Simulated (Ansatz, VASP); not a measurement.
**Two plane-wave programs on LiCl**

```
Li Cl
1.0
     0.00000    2.50386    2.50386
     2.50386    0.00000    2.50386
     2.50386    2.50386    0.00000
Li Cl
1 1
Direct
  0.00000 0.00000 0.00000
  0.50000 0.50000 0.50000
```

Alike in both runs: task single point; functional r2SCAN; k mesh 8 × 8 × 8; no spin polarisation.

|  | VASP | Ansatz |
| --- | --- | --- |
| version | VASP 6.6.1 | Ansatz 0.2.0 |
| potentials or method | VASP PAW PBE potentials, release 64 (Li_sv, Cl) | plane waves, PAW |
| plane-wave cutoff (eV) | 520 | 500 |
| occupations | gaussian, width 0.01 eV | fixed |
| valence electrons in the cell | 10 | 10 |

VASP gave:

```
gap on the k mesh at the Fermi level (eV) : 7.62
```

Question: Estimate Ansatz's values.

Answer: gap on the k mesh at the Fermi level (eV): 7.61.

VASP's potentials were made for PBE, not for r2SCAN.

Noted on VASP's run: the cutoff is short for stress, so the pressure is rough.
